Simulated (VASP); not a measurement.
Set up this calculation in VASP 6.6.1, as the native input.

```yaml
Task: single point
Functional: PBE
Dispersion: D3(BJ)
Potentials_or_basis: VASP PAW PBE potentials, release 64 (Ta_pv, S)
Cutoff: 520 eV
k_mesh: 1 × 1 × 1
Occupations: fermi-dirac, width 0.05 eV
Spin: no spin polarisation
Dipole_correction: no
Further_INCAR_settings: LREAL = Auto; ALGO = Normal; EDIFF = 1e-06; NBANDS = 110
```

The structure of TaS2 lies in POSCAR:

```
TaS2
1.0
    6.6789100000      0.0000000000      0.0000000000
    0.0000000000     23.4846010000      0.0000000000
    0.0000000000      0.0000000000     16.3086950000
Ta S
8 16
Direct
    0.9383716804      0.7500020971      0.0613169846
    0.8133063629      0.2488694613      0.1907142172
    0.4383649428      0.7500020971      0.0613169846
    0.3192137639      0.2476601582      0.1931730283
    0.2068301564      0.7820230797      0.2533249901
    0.0915568558      0.2487246856      0.3613471219
    0.7890359355      0.7555206069      0.2071042472
    0.5222109596      0.2499041819      0.3656331791
    0.8116144700      0.3159474585      0.0912887267
    0.8116144700      0.1840525202      0.0912887267
    0.7255824678      0.6750125327      0.1172748647
    0.9760125529      0.8315789568      0.1361482326
    0.3116077324      0.3159474585      0.0912887267
    0.3116077324      0.1840525202      0.0912887267
    0.2980725897      0.6955493943     -0.0377283406
    0.4894511230      0.8237057125      0.1600495932
    0.0620909699      0.3205717653      0.2695617277
    0.0615070423      0.1798795730      0.2613268566
    0.0541255983      0.7033843155      0.2947936668
    0.1343931869      0.8455540718      0.3561413099
    0.5677872587      0.3165563681      0.2635036096
    0.5715303844      0.1814976546      0.2618051291
    0.5098286996      0.7424822759      0.3077008921
    0.8058350839      0.8130817296      0.3315715942
```

One way to write it, as run:

INCAR

```
PREC = Accurate ; ENCUT = 520
EDIFF = 1E-6 ; ISMEAR = -1
SIGMA = 0.05 ; LREAL = Auto
LASPH = T ; NELM = 60
ALGO = Normal ; ISIF = 2
LWAVE = F ; LCHARG = F
GGA = PE ; IVDW = 12
NBANDS = 110
```

KPOINTS

```
Automatic mesh
0
Gamma
  1 1 1
```

Potentials or basis: VASP PAW PBE potentials, release 64 (Ta_pv, S).

The run is started by

```console
$ cat potpaw_PBE.64/Ta_pv/POTCAR potpaw_PBE.64/S/POTCAR > POTCAR
$ mpirun -np 1 vasp_gam > vasp.out
```

Results of the run:

```yaml
Largest_force: 2.569 eV/Å
Band_gap_on_the_k_mesh: 0.37 eV
Dispersion_energy_per_atom: -0.167 eV
```

Caveat: the k points lie up to 0.94 Å⁻¹ apart; spin-orbit coupling is left out, which moves the levels of the heavy elements.

It took 13 min on 1 thread of Intel(R) Xeon(R) Platinum 8488C (Sapphire Rapids), with other jobs on the host, peak memory 1.7 GiB.
